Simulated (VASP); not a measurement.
Set up this calculation in VASP 6.6.1, as the native input.

```
Task                               : single point
Functional                         : PBE0
Potentials or basis                : VASP PAW PBE potentials, release 64 (Ca_sv, O)
Cutoff                             : 520 eV
k mesh                             : 6 × 6 × 6
Occupations                        : gaussian, width 0.01 eV
Spin                               : no spin polarisation
Dipole correction                  : no
Grid for exact exchange (PRECFOCK) : Normal
Further INCAR settings             : ALGO = Normal; EDIFF = 1e-06; NBANDS = 15
Share of exact exchange            : 0.25
```

Crystal: CaO.

```
Ca O
1.0
     0.00000    2.39755    2.39755
     2.39755    0.00000    2.39755
     2.39755    2.39755    0.00000
Ca O
1 1
Direct
  0.00000 0.00000 0.00000
  0.50000 0.50000 0.50000
```

The input as run:

POSCAR

```
CaO
1.0
    0.0000000000      2.3975501144      2.3975501144
    2.3975501144      0.0000000000      2.3975501144
    2.3975501144      2.3975501144      0.0000000000
Ca O
1 1
Direct
    0.0000000000      0.0000000000      0.0000000000
    0.5000000000      0.5000000000      0.5000000000
```

INCAR.step1

```
PREC = Accurate
ENCUT = 520
EDIFF = 1E-5
ISMEAR = 0
SIGMA = 0.01
LREAL = False
LASPH = True
NELM = 100
ALGO = Normal
ISIF = 2
LWAVE = True
LCHARG = False
NBANDS = 15
GGA = PE
```

INCAR.step2

```
PREC = Accurate
ENCUT = 520
EDIFF = 1E-6
ISMEAR = 0
SIGMA = 0.01
LREAL = False
LASPH = True
NELM = 100
ALGO = Normal
ISIF = 2
LWAVE = False
LCHARG = False
GGA = PE
LHFCALC = True
AEXX = 0.25
PRECFOCK = Normal
NBANDS = 15
ISTART = 1
```

KPOINTS

```
Automatic mesh
0
Gamma
  6 6 6
```

Potentials or basis: VASP PAW PBE potentials, release 64 (Ca_sv, O).

Command:

```sh
$ cat potpaw_PBE.64/Ca_sv/POTCAR potpaw_PBE.64/O/POTCAR > POTCAR
$ cp INCAR.step1 INCAR
$ mpirun -np 1 vasp_std > vasp.out
$ cp INCAR.step2 INCAR
$ mpirun -np 1 vasp_std > vasp.out
```

Results of the run:

```json
{
  "Pressure": "0.8 GPa",
  "Band gap on the k mesh": "6.05 eV (least direct gap 6.48 eV)"
}
```

Caveat: the PAW data sets were made with another functional, which shifts forces and pressure a little.

Wall time 36 min on 1 thread of Intel(R) Xeon(R) Platinum 8259CL CPU @ 2.50GHz (Skylake/Cascade Lake), on a shared host, peak memory 0.18 GiB.
